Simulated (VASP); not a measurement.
A run of VASP 6.6.1 is set up as follows.

Contents of INCAR:

```
PREC = Accurate ; ENCUT = 520
EDIFF = 1E-7 ; ISMEAR = 0
SIGMA = 0.1 ; LREAL = Auto
LASPH = T ; NELM = 100
ALGO = Normal ; ISIF = 2
LWAVE = F ; LCHARG = F
GGA = PE ; NBANDS = 112
```

KPOINTS

```
Automatic mesh
0
Gamma
  4 4 4
  0.5 0.5 0.5
```

POSCAR

```
Ti16Si
1.0
    2.2897681504     -3.9659947741      5.6643452958
    2.2897681504      3.9659947741      5.6643452958
   -4.5795363009      0.0000000000      5.6643452958
Si Ti
1 16
Direct
    0.5067786610      0.5067786610      0.5067786610
    0.6673581236      0.6673581236      0.6673581236
    0.8323945188      0.8323945188      0.8323945188
    1.0007380308      0.0007380308      0.0007380308
    0.1662110446      0.1662110446      0.1662110446
    0.7513307183      0.4165749466      0.0839567337
    0.9075766994      0.5854318756      0.2517221703
    0.0839567337      0.7513307183      0.4165749466
    0.2517221703      0.9075766994      0.5854318756
    0.4165749466      0.0839567337      0.7513307183
    0.5854318756      0.2517221703      0.9075766994
    0.0839567337      0.4165749466      0.7513307183
    0.2517221703      0.5854318756      0.9075766994
    0.4165749466      0.7513307183      0.0839567337
    0.5854318756      0.9075766994      0.2517221703
    0.7513307183      0.0839567337      0.4165749466
    0.9075766994      0.2517221703      0.5854318756
```

Potentials or basis: VASP PAW PBE potentials, release 64 (Si, Ti_sv).

Command:

```console
$ cat potpaw_PBE.64/Si/POTCAR potpaw_PBE.64/Ti_sv/POTCAR > POTCAR
$ mpirun -np 1 vasp_std > vasp.out
```

(1) What does it give for the band gap on the k mesh?

(2) Estimate the largest force.

(3) What does it give for the pressure?

## Answers

(1) zero (bands 98 and 99 overlap by 0.03 eV).

(2) 0.020 eV/Å.

(3) -4.0 GPa.

Caveat: the cell differs from its parent crystal (atoms taken out, then relaxed in part).
